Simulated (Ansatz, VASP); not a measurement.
Bi2S3: VASP beside Ansatz

```xyz
20
Lattice="11.3827 0.0000 0.0000 0.0000 4.0073 0.0000 0.0000 0.0000 11.2302" Properties=species:S:1:pos:R:3 pbc="T T T"
Bi    5.5332    1.0018    3.6517
Bi    0.1582    3.0055    9.2668
Bi   11.2245    1.0018    1.9634
Bi    5.8495    3.0055    7.5785
Bi    3.8660    3.0055    0.3601
Bi    1.8253    1.0018    5.9752
Bi    9.5574    3.0055    5.2549
Bi    7.5167    1.0018   10.8700
S     3.2490    1.0018    2.1474
S     2.4424    3.0055    7.7624
S     8.9403    1.0018    3.4677
S     8.1337    3.0055    9.0828
S     6.2570    3.0055    1.4503
S    10.8170    1.0018    7.0654
S     0.5657    3.0055    4.1648
S     5.1257    1.0018    9.7799
S     4.3076    3.0055    4.9812
S     1.3838    1.0018   10.5963
S     9.9989    3.0055    0.6339
S     7.0751    1.0018    6.2490
```

Change from the starting cell: volume scaled by 1.01, ions relaxed.

Alike in both runs: functional PBE; k mesh 3 × 7 × 3; occupations fermi-dirac, width 0.02 eV; no spin polarisation.

Ansatz relaxed the structure, and its values are those at the end. VASP's run is a single point on that final structure, the one shown.

|  | VASP | Ansatz |
| --- | --- | --- |
| version | VASP 6.6.1 | Ansatz 0.2.0 |
| potentials or method | VASP PAW PBE potentials, release 64 (Bi_d, S) | plane-wave PAW, scalar-relativistic |
| plane-wave cutoff (eV) | 520 | 420 |
| valence electrons in the cell | 192 | 192 |

|  | VASP | Ansatz | Ansatz less VASP |
| --- | --- | --- | --- |
| gap on the k mesh at the Fermi level (eV) | 1.39 | 1.38 | -0.005 |
| pressure (GPa) | 0.6 | 0.7 | +0.09 |
| rms of the force components (eV/Å) | 0.012 | 0.008 | -0.0042 |

Ansatz's warnings: stress scf threshold loose.

Spin-orbit coupling is off throughout.
